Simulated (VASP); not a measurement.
Write the native input for VASP 6.6.1 that does the following.

* Task: single point
* Functional: PBE
* Potentials or basis: VASP PAW PBE potentials, release 64 (Ge_d)
* Cutoff: 520 eV
* k mesh: 4 × 4 × 4
* Occupations: gaussian, width 0.1 eV
* Spin: no spin polarisation
* Dipole correction: no
* Further INCAR settings: ALGO = Normal; EDIFF = 1e-07; NBANDS = 66

The structure of Ge lies in POSCAR:

```
Ge
1.0
    6.6845059100      0.0000000000      0.0000000000
    0.0000000000      6.6845059100      0.0000000000
    0.0000000000      0.0000000000      5.3801551400
Ge
8
Direct
    0.5000000000      0.0000000000      0.7874207200
    0.0000000000      0.5000000000      0.7874207200
    0.2422528100      0.0000000000      0.5000000000
    0.7577471900      0.0000000000      0.5000000000
    0.0000000000      0.2422528100      0.5000000000
    0.0000000000      0.7577471900      0.5000000000
    0.5000000000      0.0000000000      0.2125792800
    0.0000000000      0.5000000000      0.2125792800
```

The input as run:

INCAR

```
  ALGO = Normal
  EDIFF = 1E-7
  ENCUT = 520
  GGA = PE
  ISIF = 2
  ISMEAR = 0
  LASPH = T
  LCHARG = F
  LREAL = F
  LWAVE = F
  NBANDS = 66
  NELM = 60
  PREC = Accurate
  SIGMA = 0.1
```

KPOINTS

```
k-points
0
Gamma
  4 4 4
```

Potentials or basis: VASP PAW PBE potentials, release 64 (Ge_d).

Run with:

```sh
$ cat potpaw_PBE.64/Ge_d/POTCAR > POTCAR
$ mpirun -np 1 vasp_std > vasp.out
```

It gave:

The pressure is 10.8 GPa and the largest force is 1.496 eV/Å. The band gap on the k mesh is zero (band 56 reaches 2.66 eV, above the bottom of band 57 at 1.84 eV).

Caveat: forces of over 1 eV/Å act on the atoms, so gaps and moduli don't describe the material at rest.

It took 2.5 min on 1 thread of Intel(R) Xeon(R) 6975P-C (Granite Rapids) (shared host), peak memory 0.4 GiB.
